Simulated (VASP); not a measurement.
The system is Ag.

```
CELL_PARAMETERS angstrom
-2.53744 2.53744 1.38422
2.53744 -2.53744 1.38422
2.53744 2.53744 -1.38422
ATOMIC_POSITIONS crystal
Ag 0.00000 0.00000 0.00000
Ag 0.75000 0.25000 0.50000
```

| Property | Result |
| --- | --- |
| Program | VASP 6.6.1 |
| Task | relaxation of cell and atoms |
| Functional | PBE |
| Potentials or basis | VASP PAW PBE potentials, release 64 (Ag) |
| Cutoff | 600 eV |
| k mesh | 8 × 8 × 8 |
| Occupations | gaussian, width 0.1 eV |
| Spin | no spin polarisation |

At the start: pressure 10.1 GPa; volume 17.82 Å³/atom.

Where does the relaxation end?

Over 5 steps the energy falls by 69.9 meV/atom and the volume is 19.75 Å³/atom (+10.8 %); space group I4_1/amd (No. 141, to 0.1 Å) before and after.

Step by step:
```
step  energy change (eV)  largest force (eV/Å)  pressure (GPa)  volume (Å³)
   1              0.0000                0.0000           10.13        35.65
   2             -0.1124                0.0000           -3.54        41.75
   3             -0.1364                0.0000           -0.46        39.67
   4             -0.1364                0.0000           -0.60        39.75
   5             -0.1397                0.0000           -0.11        39.49
```

Final structure:
```
CELL_PARAMETERS angstrom
-2.66912 2.66912 1.38591
2.66912 -2.66912 1.38591
2.66912 2.66912 -1.38591
ATOMIC_POSITIONS crystal
Ag 0.00000 0.00000 0.00000
Ag 0.75000 0.25000 0.50000
```
